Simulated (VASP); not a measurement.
Here is a VASP 6.6.1 calculation.

File INCAR:

```
  ALGO = Normal
  EDIFF = 1E-6
  ENCUT = 520
  GGA = PS
  GGA_COMPAT = F
  ISIF = 2
  ISMEAR = -1
  ISYM = -1
  LASPH = T
  LCHARG = F
  LREAL = Auto
  LWAVE = F
  NBANDS = 243
  NELM = 120
  PREC = Accurate
  SIGMA = 0.05
```

File KPOINTS:

```
explicit points
1
Reciprocal
  0.25000000   0.25000000   0.25000000 1
```

The input POSCAR:

```
Si48C47
1.0
    9.2342040000      0.0000000000      0.0000000000
    0.0000000000     10.6627400000      0.0000000000
    0.0000000000      0.0000000000     10.0759470000
Si C
48 47
Direct
    0.9988600000      0.9981510000      0.5000520000
    0.3314510000      0.9979350000      0.5009690000
    0.1605490000      0.2477290000      0.5002700000
    0.9988380000      0.5000470000      0.4986030000
    0.6616590000      0.0037830000      0.5004370000
    0.4794260000      0.2581810000      0.5080400000
    0.3332710000      0.4808900000      0.5073240000
    0.1693240000      0.7442090000      0.5002590000
    0.8289380000      0.2506740000      0.4994770000
    0.6632290000      0.4987140000      0.4795300000
    0.5007930000      0.7476720000      0.4994330000
    0.8334910000      0.7516500000      0.4981680000
    0.9996180000      0.1668850000      0.2500940000
    0.3334240000      0.1685420000      0.2515750000
    0.1701220000      0.4167250000      0.2502260000
    0.0021620000      0.6674430000      0.2488410000
    0.6656700000      0.1695050000      0.2524890000
    0.5174950000      0.4257780000      0.2546300000
    0.3366020000      0.6653890000      0.2521320000
    0.1678300000      0.9167020000      0.2507890000
    0.8385510000      0.4175640000      0.2458160000
    0.6704820000      0.6700260000      0.2456200000
    0.5002500000      0.9174190000      0.2501770000
    0.8339590000      0.9184590000      0.2495480000
    0.1651830000      0.0825740000      0.7506210000
    0.9977690000      0.3328620000      0.7496730000
    0.4982670000      0.0824440000      0.7527100000
    0.3303040000      0.3321610000      0.7547050000
    0.1646820000      0.5827040000      0.7512470000
    0.9997530000      0.8324280000      0.7491820000
    0.8320140000      0.0830920000      0.7497370000
    0.6635720000      0.3326710000      0.7478320000
    0.4979450000      0.5820800000      0.7477050000
    0.3327500000      0.8324250000      0.7500680000
    0.8302120000      0.5822530000      0.7427800000
    0.6657540000      0.8333690000      0.7492020000
    0.0001470000      0.9999850000      0.9998720000
    0.3331800000      0.0003510000      0.0010500000
    0.1655390000      0.2498740000      0.0012270000
    0.0004820000      0.5006220000      0.9978480000
    0.6666480000      0.0007790000      0.0011310000
    0.5000160000      0.2523520000      0.0028040000
    0.3357320000      0.4996540000      0.0019530000
    0.1678720000      0.7500140000      0.0005560000
    0.8326790000      0.2502170000      0.9990230000
    0.6693180000      0.5014820000      0.9950280000
    0.5004820000      0.7501960000      0.9989720000
    0.8343540000      0.7503530000      0.9971370000
    0.0012430000      0.0004700000      0.1874610000
    0.3340090000      0.0015340000      0.1882180000
    0.1666400000      0.2503820000      0.1881170000
    0.0046460000      0.5011250000      0.1852960000
    0.6669580000      0.0019390000      0.1888690000
    0.5013640000      0.2551360000      0.1928270000
    0.3399710000      0.4994280000      0.1917890000
    0.1699370000      0.7501250000      0.1883340000
    0.8334820000      0.2503240000      0.1864410000
    0.6768180000      0.5049500000      0.1790050000
    0.5012860000      0.7508570000      0.1864130000
    0.8368040000      0.7522780000      0.1848850000
    0.9986430000      0.9992100000      0.6873690000
    0.3319760000      0.9991140000      0.6884940000
    0.1642600000      0.2492090000      0.6881280000
    0.9984680000      0.4992490000      0.6856630000
    0.6646010000      0.0003820000      0.6877530000
    0.4957030000      0.2481390000      0.6931380000
    0.3297660000      0.4980670000      0.6924240000
    0.1663580000      0.7483870000      0.6874000000
    0.8310420000      0.2498670000      0.6868160000
    0.6597210000      0.4968400000      0.6754300000
    0.4994780000      0.7492020000      0.6867850000
    0.8320130000      0.7501050000      0.6851140000
    0.9949660000      0.1645760000      0.4381350000
    0.3260150000      0.1635510000      0.4387160000
    0.1623360000      0.4136660000      0.4374010000
    0.0001980000      0.6665010000      0.4369050000
    0.6559860000      0.1753270000      0.4403500000
    0.3388000000      0.6552530000      0.4400950000
    0.1665170000      0.9123460000      0.4389100000
    0.8350140000      0.4156330000      0.4335670000
    0.6684720000      0.6690000000      0.4334780000
    0.4980580000      0.9156270000      0.4382510000
    0.8303170000      0.9193130000      0.4375700000
    0.1665050000      0.0834730000      0.9384790000
    0.9995370000      0.3334980000      0.9376020000
    0.4997740000      0.0843870000      0.9412510000
    0.3321700000      0.3331400000      0.9416040000
    0.1680520000      0.5833360000      0.9394030000
    0.0013080000      0.8334120000      0.9371620000
    0.8332010000      0.0833940000      0.9378100000
    0.6663170000      0.3342450000      0.9364290000
    0.5010130000      0.5833470000      0.9361760000
    0.3338120000      0.8336570000      0.9379360000
    0.8343590000      0.5840410000      0.9314770000
    0.6670010000      0.8342040000      0.9374970000
```

Potentials or basis: VASP PAW PBE potentials, release 64 (Si, C).

Run with:

```sh
$ cat potpaw_PBE.64/Si/POTCAR potpaw_PBE.64/C/POTCAR > POTCAR
$ mpirun -np 1 vasp_std > vasp.out
```

Question: What does it give for the band gap on the k mesh?

Answer: 1.13 eV.

Question: What does it give for the pressure?

Answer: -0.2 GPa.

Question: Predict the largest force.

Answer: 0.018 eV/Å.

Stress tensor (GPa, compression positive):
```
 0.20  1.58 -1.23
 1.58 -0.94 -0.86
-1.23 -0.86  0.18
```

Caveat: the PAW data sets were made with another functional, which shifts forces and pressure a little.
